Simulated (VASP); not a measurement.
Li3Ca, 4 atoms in the cell. Symmetry: I4/mmm, No. 139, tetragonal system. The conventional cell has a = 4.665 Å, b = 4.665 Å, c = 9.781 Å, α = 90.00°, β = 90.00°, γ = 90.00°. Within 4.3 Å of Li (site symmetry -4m2) lie 8 Li at 3.30 to 3.38 Å and 4 Ca at 3.38 Å. Li (site symmetry 4/mmm) has 4 Ca at 3.30 Å and 8 Li at 3.38 Å within 4.3 Å. Within 4.3 Å of Ca (site symmetry 4/mmm) lie 12 Li at 3.30 to 3.38 Å. 

| Item | Value |
| --- | --- |
| Program | VASP 6.6.1 |
| Task | single point |
| Functional | PBEsol |
| Potentials or basis | VASP PAW PBE potentials, release 64 (Li_sv, Ca_sv) |
| Cutoff | 750 eV |
| k mesh | 6 × 6 × 6 |
| Occupations | gaussian, width 0.1 eV |
| Spin | no spin polarisation |
| Dipole correction | no |
| Further INCAR settings | ALGO = Normal; EDIFF = 1e-06; NBANDS = 18 |

Potentials or basis: VASP PAW PBE potentials, release 64 (Li_sv, Ca_sv).

Launch:

```sh
$ cat potpaw_PBE.64/Li_sv/POTCAR potpaw_PBE.64/Ca_sv/POTCAR > POTCAR
$ mpirun -np 1 vasp_std > vasp.out
```

Hardware: 1 thread of Intel(R) Xeon(R) 6975P-C (Granite Rapids), with other jobs on the host.

Question: Estimate the wall time of this run.

Answer: It took 63 s on 1 thread of Intel(R) Xeon(R) 6975P-C (Granite Rapids), with other jobs on the host, peak memory 0.43 GiB. Counts: scf iterations 11, k points 30.
